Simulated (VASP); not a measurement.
# Ca (Cmcm) in VASP: further runs, part 2 of 2

VASP 6.6.1. The steps go on from the part before.

### 4 Single point, PBE

Contents of INCAR:

```
SYSTEM = Ca
  ALGO = Fast
  EDIFF = 1E-6
  ENCUT = 520
  GGA = PE
  ISIF = 2
  ISMEAR = 0
  LASPH = .TRUE.
  LCHARG = .FALSE.
  LREAL = .FALSE.
  LWAVE = .FALSE.
  NBANDS = 17
  NELM = 60
  PREC = Accurate
  SIGMA = 0.1
```

Contents of KPOINTS:

```
k-points
0
G
  14 14 8
  0 0 0
```

Contents of POSCAR:

```
Ca
1.0
    1.9712759950     -3.3954901800      0.0000000000
    1.9712759950      3.3954901800      0.0000000000
    0.0000000000      0.0000000000      6.5091117400
Ca
2
Direct
    0.8355866000      0.1644134000      0.2500000000
    0.1644134000      0.8355866000      0.7500000000
```

On the command line:

```sh
> cat potpaw_PBE.64/Ca_sv/POTCAR > POTCAR
> mpirun -np 1 vasp_std > vasp.out
```

Wall time 7.2 min (1 thread of Intel Xeon Platinum 8375C at 2.90GHz (Ice Lake), shared host); peak memory 0.47 GiB.

It converged, with:

| Property | Result |
| --- | --- |
| Free energy | -3.8557 eV |
| Pressure | -0.5 GPa |
| Largest force | 0.016 eV/Å |
| Band gap on the k mesh | zero (band 10 reaches 2.09 eV, above the bottom of band 11 at 1.60 eV) |

Forces on the atoms (eV/Å):
```
Ca   0.000  0.016  0.000
Ca   0.000 -0.016  0.000
```

Stress tensor (GPa, compression positive):
```
-0.53  0.00  0.00
 0.00 -0.30  0.00
 0.00  0.00 -0.56
```

Levels at points of the mesh, in eV from the Fermi level:
| k point | band 7 | band 8 | band 9 | band 10 | band 11 | band 12 | band 13 | band 14 |
| --- | --- | --- | --- | --- | --- | --- | --- | --- |
| (0.00, 0.00, 0.00) | -23.08 | -23.07 | -4.04 | -1.10 | -0.31 | 2.15 | 2.20 | 2.24 |
| (0.50, 0.00, 0.00) | -23.10 | -23.10 | -1.15 | -0.72 | 0.18 | 0.35 | 1.30 | 1.81 |
| (0.50, 0.50, 0.00) | -23.10 | -23.10 | -1.11 | -0.72 | 0.21 | 0.36 | 1.26 | 1.80 |
| (0.00, 0.00, 0.50) | -23.09 | -23.09 | -3.07 | -3.07 | 1.30 | 1.30 | 2.19 | 2.19 |
| (0.50, 0.00, 0.50) | -23.10 | -23.10 | -0.71 | -0.71 | 0.03 | 0.03 | 1.39 | 1.39 |
| (0.50, 0.50, 0.50) | -23.10 | -23.10 | -0.70 | -0.70 | 0.07 | 0.07 | 1.37 | 1.37 |

### 5 Single point, PBE

Contents of INCAR:

```
  ALGO = Fast
  EDIFF = 1E-6
  ENCUT = 520
  GGA = PE
  ISIF = 2
  ISMEAR = 0
  LASPH = T
  LCHARG = F
  LREAL = F
  LWAVE = F
  NBANDS = 17
  NELM = 80
  PREC = Accurate
  SIGMA = 0.1
```

Contents of KPOINTS:

```
k-points
0
Gamma
  16 16 8
```

POSCAR is that of step 4.

Potentials or basis: VASP PAW PBE potentials, release 64 (Ca_sv).

On the command line:

```sh
> cat potpaw_PBE.64/Ca_sv/POTCAR > POTCAR
> mpirun -np 1 vasp_std > vasp.out
```

OUTCAR:

```text
EDIFF = 1E-6
   ENCUT = 520
   GGA = PE
   ISIF = 2
   ISMEAR = 0
   LASPH = T
   LREAL = F
   NELM = 80
   PREC = Accurate

 ion  position               nearest neighbor table
   1  0.836  0.164  0.250-
   2  0.164  0.836  0.750-

  LATTYP: Found a base centered orthorhombic cell.
 ALAT       =     3.9425519900
 B/A-ratio  =     1.7224834009
 C/A-ratio  =     1.6509894496

  Lattice vectors:

 A1 = (   1.9712759950,  -3.3954901800,   0.0000000000)
[... 194 lines left out ...]
      5     -21.1826      2.00000
      6     -21.1680      2.00000
[... 457 lines left out ...]
      4     -21.1884      2.00000
      5     -21.1838      2.00000
      6     -21.1719      2.00000
[... 9 lines left out ...]
     16       4.4289      0.00000
     17       4.7769      0.00000

 [... further k-points ...]
[... 5 lines left out ...]
  --------------------------------------------------------------------------------------
  -------------------------------------------------------------------------------------
  Total       -0.2855309     -0.1661365     -0.3092096      0.0000000      0.0000000      0.0000000
  in kB       -5.2500332     -3.0547383     -5.6854114      0.0000000      0.0000000      0.0000000
  external PRESSURE =      -4.6633943 kB  Pullay stress =       0.0000000 kB

 VOLUME and BASIS-vectors are now :
 -----------------------------------------------------------------------------
  energy-cutoff  :      520.00
  volume of cell :       87.14
      direct lattice vectors                 reciprocal lattice vectors
     1.971275995 -3.395490180  0.000000000     0.253642819 -0.147254144  0.000000000
     1.971275995  3.395490180  0.000000000     0.253642819  0.147254144  0.000000000
     0.000000000  0.000000000  6.509111740     0.000000000  0.000000000  0.153630793

 POSITION                                       TOTAL-FORCE (eV/Angst)
 -----------------------------------------------------------------------------------
      1.97128     -2.27896      1.62728         0.000000      0.015766      0.000000
      1.97128      2.27896      4.88183         0.000000     -0.015766     -0.000000
 -----------------------------------------------------------------------------------
    total drift:                                0.000000     -0.000000      0.000000

  FREE ENERGIE OF THE ION-ELECTRON SYSTEM (eV)
  ---------------------------------------------------
  free  energy   TOTEN  =        -3.8547773783 eV

  energy  without entropy=       -3.8433412582  energy(sigma->0) =       -3.84905932
```

OSZICAR:

```text
N       E                     dE             d eps       ncg     rms          rms(c)
DAV:   1     0.169303169546E+03    0.16930E+03   -0.10051E+04 12426   0.105E+03
DAV:   2     0.543955292623E+01   -0.16386E+03   -0.16187E+03 13978   0.314E+02
DAV:   3    -0.355536010595E+01   -0.89949E+01   -0.89206E+01 24012   0.529E+01
DAV:   4    -0.385737032021E+01   -0.30201E+00   -0.30151E+00 15881   0.104E+01
DAV:   5    -0.387191606652E+01   -0.14546E-01   -0.14538E-01 21171   0.147E+00    0.310E+00
RMM:   6    -0.385797137749E+01    0.13945E-01   -0.20750E-02 13206   0.142E+00    0.193E+00
RMM:   7    -0.385502735827E+01    0.29440E-02   -0.47671E-02 14018   0.240E+00    0.154E-01
RMM:   8    -0.385433840299E+01    0.68896E-03   -0.10838E-02 15328   0.115E+00    0.344E-02
RMM:   9    -0.385465894697E+01   -0.32054E-03   -0.38217E-03 19295   0.554E-01    0.436E-02
RMM:  10    -0.385473954822E+01   -0.80601E-04   -0.90276E-04 19232   0.197E-01    0.415E-02
RMM:  11    -0.385476239387E+01   -0.22846E-04   -0.34068E-04 19466   0.138E-01    0.237E-02
RMM:  12    -0.385477308053E+01   -0.10687E-04   -0.11513E-04 20444   0.551E-02    0.269E-02
RMM:  13    -0.385478267194E+01   -0.95914E-05   -0.59697E-05 19435   0.566E-02    0.610E-02
RMM:  14    -0.385477837383E+01    0.42981E-05   -0.20102E-05 18370   0.295E-02    0.406E-02
RMM:  15    -0.385477642735E+01    0.19465E-05   -0.19448E-05 18651   0.421E-02    0.543E-03
RMM:  16    -0.385477827011E+01   -0.18428E-05   -0.61044E-06 16766   0.195E-02    0.686E-03
RMM:  17    -0.385477737830E+01    0.89181E-06   -0.14539E-06 13085   0.942E-03
   1 F= -.38547774E+01 E0= -.38490593E+01  d E =-.114361E-01
```

stdout:

```text
POSCAR found type information on POSCAR Ca
 POSCAR found :  1 types and       2 ions
 scaLAPACK will be used
 LDA part: xc-table for (Slater+PW92), standard interpolation
 POSCAR, INCAR and KPOINTS ok, starting setup
 FFT: planning ... GRIDC
 FFT: planning ... GRID_SOFT
 FFT: planning ... GRID
 WAVECAR not read
 entering main loop
WARNING in EDDRMM: call to ZHEGV failed, returncode =   8  4      9
WARNING in EDDRMM: call to ZHEGV failed, returncode =   6  3     13
WARNING in EDDRMM: call to ZHEGV failed, returncode =   8  4     11
WARNING in EDDRMM: call to ZHEGV failed, returncode =   6  3      9
WARNING in EDDRMM: call to ZHEGV failed, returncode =   6  3     12
```

It took 10 min on 1 thread of Intel Xeon Platinum 8375C at 2.90GHz (Ice Lake), shared host; peak memory 0.55 GiB.

Results:

* Free energy: -3.8548 eV
* Pressure: -0.5 GPa
* Largest force: 0.016 eV/Å
* Band gap on the k mesh: zero (band 10 reaches 2.16 eV, above the bottom of band 11 at 1.60 eV)

Forces in eV/Å, atoms in the order of the input:
```
Ca   0.000  0.016  0.000
Ca   0.000 -0.016  0.000
```

Stress tensor (GPa, compression positive):
```
-0.53  0.00  0.00
 0.00 -0.31  0.00
 0.00  0.00 -0.57
```

### 6 Overview

```tsv
k mesh	gap on the mesh (eV)	pressure (GPa)	largest force (eV/Å)
10 × 10 × 6	none	-0.5	0.02
12 × 12 × 6	none	-0.5	0.02
14 × 14 × 8	none	-0.5	0.02
16 × 16 × 8	none	-0.5	0.02
```

Alike in all rows: task single point; level PBE; potentials or basis VASP PAW PBE potentials, release 64 (Ca_sv); no spin polarisation; cell as given; cutoff (eV) 520; smearing gaussian 0.1 eV.

Every run on the cell as given and a fine mesh finds a metal.

Absolute energies hang on the potentials; compare differences alone.
